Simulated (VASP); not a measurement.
# GeSb4Te4 (P-3m1) in VASP: further runs

Runs on GeSb4Te4. Level: PBE. Tasks: single point.

Program: VASP 6.6.1. These are calculated values, not measurements. Logs are shortened: lines on timing, memory, paths and dates and some standing lists are left out, and cuts for length are marked.

### Step 1. The cell of the first run

Symmetry: P-3m1, No. 164, trigonal system. The conventional cell has a = 4.330 Å, b = 4.330 Å, c = 17.649 Å, α = 90.00°, β = 90.00°, γ = 120.00°. Within 4.0 Å of Ge (site symmetry -3m) lie 6 Te at 3.01 Å. Sb (site symmetry 3m) has 3 Sb at 2.94 Å and 3 Te at 3.64 Å within 3.9 Å. Sb (site symmetry 3m) has 6 Te at 3.03 to 3.21 Å within 4.0 Å. Within 4.0 Å of Te (site symmetry 3m) lie 3 Ge at 3.01 Å and 3 Sb at 3.21 Å. Te (site symmetry 3m) has 6 Sb at 3.03 to 3.64 Å within 4.0 Å.

### Step 2. Single point, PBE

INCAR reads:

```
ALGO = Normal
EDIFF = 1E-6
ENCUT = 520
GGA = PE
ISIF = 2
ISMEAR = 0
LASPH = True
LCHARG = False
LREAL = False
LWAVE = False
NBANDS = 39
NELM = 100
PREC = Accurate
SIGMA = 0.01
```

KPOINTS reads:

```
k-points
0
Gamma
  12 12 2
```

POSCAR reads:

```
GeSb4Te4
1.0
    4.3299847595      0.0000000000      0.0000000000
   -2.1649923797      3.7498767997      0.0000000000
    0.0000000000      0.0000000000     17.6486084329
Ge Sb Te
1 4 4
Direct
    0.0000000000      0.0000000000      0.0000000000
    0.3333333333      0.6666666667      0.5440991995
    0.6666666667      0.3333333333      0.4559008005
    0.6666666667      0.3333333333      0.7907683463
    0.3333333333      0.6666666667      0.2092316537
    0.3333333333      0.6666666667      0.9045184749
    0.6666666667      0.3333333333      0.0954815251
    0.0000000000      0.0000000000      0.6939667076
    0.0000000000      0.0000000000      0.3060332924
```

Potentials or basis: VASP PAW PBE potentials, release 64 (Ge_d, Sb, Te).

On the command line:

```sh
$ cat potpaw_PBE.64/Ge_d/POTCAR potpaw_PBE.64/Sb/POTCAR potpaw_PBE.64/Te/POTCAR > POTCAR
$ mpirun -np 1 vasp_std > vasp.out
```

OUTCAR:

```text
EDIFF = 1E-6
   ENCUT = 520
   GGA = PE
   ISIF = 2
   ISMEAR = 0
   LASPH = True
   LREAL = False
   NELM = 100
   PREC = Accurate

 ion  position               nearest neighbor table
   1  0.000  0.000  0.000-   6 3.01   7 3.01   6 3.01   7 3.01   7 3.01   6 3.01
   2  0.333  0.667  0.544-   3 2.94   3 2.94   3 2.94   8 3.64   8 3.64   8 3.64
   3  0.667  0.333  0.456-   2 2.94   2 2.94   2 2.94   9 3.64   9 3.64   9 3.64
   4  0.667  0.333  0.791-   8 3.03   8 3.03   8 3.03   6 3.21   6 3.21   6 3.21
   5  0.333  0.667  0.209-   9 3.03   9 3.03   9 3.03   7 3.21   7 3.21   7 3.21
   6  0.333  0.667  0.905-   1 3.01   1 3.01   1 3.01   4 3.21   4 3.21   4 3.21
   7  0.667  0.333  0.095-   1 3.01   1 3.01   1 3.01   5 3.21   5 3.21   5 3.21
   8  0.000  0.000  0.694-   4 3.03   4 3.03   4 3.03   2 3.64   2 3.64   2 3.64
   9  0.000  0.000  0.306-   5 3.03   5 3.03   5 3.03   3 3.64   3 3.64   3 3.64

  LATTYP: Found a hexagonal cell.
 ALAT       =     4.3299847595
 C/A-ratio  =     4.0759054392

  Lattice vectors:

 A1 = (   4.3299847595,   0.0000000000,   0.0000000000)
 A2 = (  -2.1649923797,   3.7498767997,   0.0000000000)
 A3 = (   0.0000000000,   0.0000000000,  17.6486084329)

Analysis of symmetry for initial positions (statically):
=====================================================================
 Subroutine PRICEL returns:
 Original cell was already a primitive cell.

 Routine SETGRP: Setting up the symmetry group for a
 hexagonal supercell.

 Subroutine GETGRP returns: Found 12 space group operations
 (whereof 12 operations were pure point group operations)
 out of a pool of 24 trial point group operations.

The static configuration has the point symmetry D_3d.

Analysis of symmetry for dynamics (positions and initial velocities):
=====================================================================
 Subroutine PRICEL returns:
 Original cell was already a primitive cell.

 Routine SETGRP: Setting up the symmetry group for a
 hexagonal supercell.

 Subroutine GETGRP returns: Found 12 space group operations
 (whereof 12 operations were pure point group operations)
 out of a pool of 24 trial point group operations.

The dynamic configuration has the point symmetry D_3d.

 Subroutine INISYM returns: Found 12 space group operations
 (whereof 12 operations are pure point group operations),
 and found     1 'primitive' translations

----------------------------------------------------------------------------------------

                                     Primitive cell

  volume of cell :     286.5589

  direct lattice vectors                    reciprocal lattice vectors
     4.329984760  0.000000000  0.000000000     0.230947695  0.133337714  0.000000000
    -2.164992380  3.749876800  0.000000000     0.000000000  0.266675428  0.000000000
     0.000000000  0.000000000 17.648608433     0.000000000  0.000000000  0.056661691

  length of vectors
     4.329984760  4.329984759 17.648608433     0.266675428  0.266675428  0.056661691

  position of ions in fractional coordinates (direct lattice)
     0.000000000  0.000000000  0.000000000
     0.333333333  0.666666667  0.544099200
     0.666666667  0.333333333  0.455900800
     0.666666667  0.333333333  0.790768346
     0.333333333  0.666666667  0.209231654
     0.333333333  0.666666667  0.904518475
     0.666666667  0.333333333  0.095481525
     0.000000000  0.000000000  0.693966708
     0.000000000  0.000000000  0.306033292

  ion indices of the primitive-cell ions
   primitive index   ion index
                 1           1
                 2           2
                 3           3
                 4           4
                 5           5
                 6           6
                 7           7
                 8           8
                 9           9

----------------------------------------------------------------------------------------

 KPOINTS: k-points

Automatic generation of k-mesh.
 Grid dimensions read from file:
 generate k-points for:   12   12    2

 Generating k-lattice:

  Cartesian coordinates                     Fractional coordinates (reciprocal lattice)
     0.019245641  0.011111476  0.000000000     0.083333333  0.000000000  0.000000000
     0.000000000  0.022222952  0.000000000     0.000000000  0.083333333  0.000000000
     0.000000000  0.000000000  0.028330846     0.000000000  0.000000000  0.500000000

  Length of vectors
     0.022222952  0.022222952  0.028330846

  Shift w.r.t. Gamma in fractional coordinates (k-lattice)
     0.000000000  0.000000000  0.000000000

 Subroutine IBZKPT returns following result:
 ===========================================

 Found     38 irreducible k-points:

 Following reciprocal coordinates:
            Coordinates               Weight
  0.000000  0.000000  0.000000      1.000000
  0.083333 -0.000000  0.000000      6.000000
  0.166667 -0.000000  0.000000      6.000000
  0.250000 -0.000000  0.000000      6.000000
  0.333333  0.000000  0.000000      6.000000
  0.416667 -0.000000  0.000000      6.000000
[... 16 lines left out ...]
  0.250000 -0.000000  0.500000      6.000000
  0.333333  0.000000  0.500000      6.000000
 [... further k-points ...]
   k-points           NKPTS =     38   k-points in BZ     NKDIM =     38   number of bands    NBANDS=     39
   number of dos      NEDOS =    301   number of ions     NIONS =      9
   total plane-waves  NPLWV = 143360
   dimension x,y,z NGX =    32 NGY =   32 NGZ =  140
   dimension x,y,z NGXF=    64 NGYF=   64 NGZF=  280
   ions per type =               1   4   4
   NGX,Y,Z   is equivalent  to a cutoff of  12.29, 12.29, 13.19 a.u.
   NGXF,Y,Z  is equivalent  to a cutoff of  24.57, 24.57, 26.38 a.u.
 SYSTEM =  unknown system
   PREC   = accura    normal or accurate (medium, high low for compatibility)
   ISTART =      0    job   : 0-new  1-cont  2-samecut
   ICHARG =      2    charge: 1-file 2-atom 10-const
   ISPIN  =      1    spin polarized calculation?
   LNONCOLLINEAR =      F non collinear calculations
   LSORBIT =      F    spin-orbit coupling
   LASPH  =      T    aspherical Exc in radial PAW
   ENCUT  =  520.0 eV  38.22 Ry    6.18 a.u.   8.05  8.05 32.81*2*pi/ulx,y,z
   NELM   =    100;   NELMIN=  2; NELMDL= -5     # of ELM steps
   EDIFF  = 0.1E-05   stopping-criterion for ELM
   LREAL  =      F    real-space projection
   EDIFFG = 0.1E-04   stopping-criterion for IOM
   NSW    =      0    number of steps for IOM
   IBRION =     -1    ionic relax: 0-MD 1-quasi-New 2-CG
   NFREE  =      0    steps in history (QN), initial steepest desc. (CG)
   ISIF   =      2    stress and relaxation
   ISYM   =      2    0-nonsym 1-usesym 2-fastsym
   POTIM  = 0.5000    time-step for ionic-motion
   TEBEG  =    0.0;   TEEND  =   0.0 temperature during run
   PSTRESS=    0.0 pullay stress
   NELECT =      58.0000    total number of electrons
   NUPDOWN=      -1.0000    fix difference up-down
   EMIN   =  10.00;   EMAX   =-10.00  energy-range for DOS
   EFERMI =   0.00;   METHOD = LEGACY
   ISMEAR =     0;   SIGMA  =   0.01  broadening in eV -4-tet -1-fermi 0-gaus
   EFERMI_NEDOS =   21; number of points for ismear=-14 and -15
   IALGO  =     38    algorithm
   IMIX   =      4    mixing-type and parameters
     AMIX     =   0.40;   BMIX     =  1.00
     AMIX_MAG =   1.60;   BMIX_MAG =  1.00
  volume/ion in A,a.u.               =      31.84       214.87
  Fermi-wavevector in a.u.,A,eV,Ry     =   0.961198  1.816401 12.570446  0.923902
  Thomas-Fermi vector in A             =   2.090549
   LORBIT       =      0    0 simple, 1 ext, 2 COOP (PROOUT), +10 PAW based schemes
   GGA     = PE    functional components
   LHFCALC =     F    Hartree Fock is set to
   AEXX    =    0.0000 exact exchange contribution
   IVDW    =     0    specifies the selected vdW correction
   LEPSILON=     F    determine dielectric tensor
   LRPA    =     F    only Hartree local field effects (RPA)
 non-spin polarized calculation
 Gauss-broadening in eV      SIGMA  =   0.01
  energy-cutoff  :      520.00
  volume of cell :      286.56
 maximum number of plane-waves:      7740
   NGX = 17   NGY = 17   NGZ = 65

 number of electron      57.9999989 magnetization

 Free energy of the ion-electron system (eV)
  ---------------------------------------------------
  ext. energy  EPLUGINS =         0.00000000
  ---------------------------------------------------
  free energy    TOTEN  =       -34.39467554 eV

  energy without entropy =      -34.39467554  energy(sigma->0) =      -34.39467554

 E-fermi :   6.3288     XC(G=0):  -9.2609

 val. band max:        6.2925028360   @ k =   0.0000   0.0000   0.0000
 cond. band min:       6.3674343427   @ k =   0.0833  -0.0000   0.5000
 fundamental gap:      0.0749315067
 Fermi energy:         6.3288341307

 k-point     1 :       0.0000    0.0000    0.0000
  band No.  band energies     occupation
      1     -18.8065      2.00000
      2     -18.8065      2.00000
      3     -18.8026      2.00000
      4     -18.8008      2.00000
      5     -18.8008      2.00000
      6      -6.8783      2.00000
[... 31 lines left out ...]
     38       7.8762      0.00000
     39       8.3986      0.00000

 k-point     2 :       0.0833   -0.0000    0.0000
  band No.  band energies     occupation
      1     -18.8067      2.00000
      2     -18.8065      2.00000
      3     -18.8025      2.00000
      4     -18.8009      2.00000
      5     -18.8008      2.00000
      6      -6.8181      2.00000
[... 913 lines left out ...]
     38       9.1287      0.00000
     39       9.2071      0.00000

 k-point    24 :       0.3333    0.0000    0.5000
  band No.  band energies     occupation
      1     -18.8081      2.00000
      2     -18.8061      2.00000
      3     -18.8020      2.00000
      4     -18.8008      2.00000
      5     -18.7998      2.00000
      6      -5.9645      2.00000
[... 31 lines left out ...]
     38       9.3234      0.00000
     39       9.4023      0.00000

 [... further k-points ...]

------------------------ aborting loop because EDIFF is reached ----------------------------------------

  FORCE on cell =-STRESS in cart. coord.  units (eV):
  Direction    XX          YY          ZZ          XY          YZ          ZX
  --------------------------------------------------------------------------------------
  -------------------------------------------------------------------------------------
  Total        0.0084601      0.0084601      0.0057710      0.0000000     -0.0000000     -0.0000000
  in kB        0.0473012      0.0473012      0.0322662      0.0000000     -0.0000000     -0.0000000
  external PRESSURE =       0.0422895 kB  Pullay stress =       0.0000000 kB

 VOLUME and BASIS-vectors are now :
 -----------------------------------------------------------------------------
  energy-cutoff  :      520.00
  volume of cell :      286.56
      direct lattice vectors                 reciprocal lattice vectors
     4.329984760  0.000000000  0.000000000     0.230947695  0.133337714  0.000000000
    -2.164992380  3.749876800  0.000000000     0.000000000  0.266675428  0.000000000
     0.000000000  0.000000000 17.648608433     0.000000000  0.000000000  0.056661691

 POSITION                                       TOTAL-FORCE (eV/Angst)
 -----------------------------------------------------------------------------------
      0.00000      0.00000      0.00000        -0.000000      0.000000     -0.000000
     -0.00000      2.49992      9.60259        -0.000000     -0.000000      0.053702
      2.16499      1.24996      8.04601         0.000000      0.000000     -0.053702
      2.16499      1.24996     13.95596         0.000000     -0.000000      0.017517
     -0.00000      2.49992      3.69265        -0.000000      0.000000     -0.017517
     -0.00000      2.49992     15.96349        -0.000000      0.000000     -0.009047
      2.16499      1.24996      1.68512        -0.000000      0.000000      0.009047
      0.00000      0.00000     12.24755        -0.000000      0.000000     -0.018382
      0.00000      0.00000      5.40106         0.000000      0.000000      0.018382
 -----------------------------------------------------------------------------------
    total drift:                               -0.000000      0.000000      0.000000

  FREE ENERGIE OF THE ION-ELECTRON SYSTEM (eV)
  ---------------------------------------------------
  free  energy   TOTEN  =       -34.3946755436 eV

  energy  without entropy=      -34.3946755436  energy(sigma->0) =      -34.39467554
```

It took 7.2 min on 1 thread of Intel Xeon Platinum 8259CL at 2.50GHz (Skylake/Cascade Lake), shared host; peak memory 0.61 GiB.

Results:

```yaml
Free_energy: -34.3947 eV
Pressure: 0.0 GPa
Largest_force: 0.054 eV/Å
Band_gap_on_the_k_mesh: 0.07 eV, indirect (least direct gap 0.08 eV)
```

Forces in eV/Å, atoms in the order of the input:
```
Ge   0.000  0.000  0.000
Sb   0.000  0.000  0.054
Sb   0.000  0.000 -0.054
Sb   0.000  0.000  0.018
Sb   0.000  0.000 -0.018
Te   0.000  0.000 -0.009
Te   0.000  0.000  0.009
Te   0.000  0.000 -0.018
Te   0.000  0.000  0.018
```

Caveat: spin-orbit coupling is left out, which moves the levels of the heavy elements.

### Step 3. Single point, PBE

INCAR reads:

```
PREC     = Accurate       # precision mode
ENCUT    = 520            # plane-wave cutoff, eV
EDIFF    = 1E-6           # SCF threshold, eV
ISMEAR   = 0              # smearing method
SIGMA    = 0.03           # smearing width, eV
LREAL    = False          # projectors in reciprocal space
LASPH    = True           # aspherical terms in the spheres
NELM     = 100            # most SCF steps
ALGO     = Normal         # electronic algorithm
ISIF     = 2              # what is computed and relaxed
LWAVE    = False          # write WAVECAR
LCHARG   = True           # write CHGCAR
GGA      = PE             # functional
LELF     = True           # ELF
LVHAR    = True         
NBANDS   = 39             # bands
```

KPOINTS reads:

```
Automatic mesh
0
Gamma
  12 12 2
```

POSCAR is that of step 2.

Potentials or basis: VASP PAW PBE potentials, release 64 (Ge_d, Sb, Te).

On the command line:

```sh
$ cat potpaw_PBE.64/Ge_d/POTCAR potpaw_PBE.64/Sb/POTCAR potpaw_PBE.64/Te/POTCAR > POTCAR
$ mpirun -np 1 vasp_std > vasp.out
```

It took 6.8 min on 1 thread of Intel Xeon Platinum 8259CL at 2.50GHz (Skylake/Cascade Lake), shared host; peak memory 0.62 GiB.

The run converged. Its results:

```
Free energy            : -34.3947 eV
Pressure               : 0.0 GPa
Largest force          : 0.053 eV/Å
Band gap on the k mesh : 0.07 eV, indirect (least direct gap 0.08 eV)
```

Forces in eV/Å, atoms in the order of the input:
```
Ge   0.000  0.000  0.000
Sb   0.000  0.000  0.053
Sb   0.000  0.000 -0.053
Sb   0.000  0.000  0.017
Sb   0.000  0.000 -0.017
Te   0.000  0.000 -0.009
Te   0.000  0.000  0.009
Te   0.000  0.000 -0.018
Te   0.000  0.000  0.018
```

Levels at points of the mesh, in eV from the valence-band top:
```csv
k point,band 26,band 27,band 28,band 29,band 30,band 31,band 32,band 33
"(0.00, 0.00, 0.00)",-1.21,-1.15,-1.15,0.00,0.15,0.15,0.43,0.80
"(0.50, 0.00, 0.00)",-1.82,-1.67,-1.22,-1.09,0.37,0.82,0.83,0.98
"(0.00, 0.00, 0.50)",-1.17,-1.17,-1.05,-0.08,0.24,0.24,0.59,0.64
"(0.50, 0.00, 0.50)",-2.28,-1.82,-1.52,-0.57,0.11,0.56,1.25,1.48
```

Caveat: spin-orbit coupling is left out, which moves the levels of the heavy elements. A k mesh can miss the band edges.

[end of part 1 of 2]
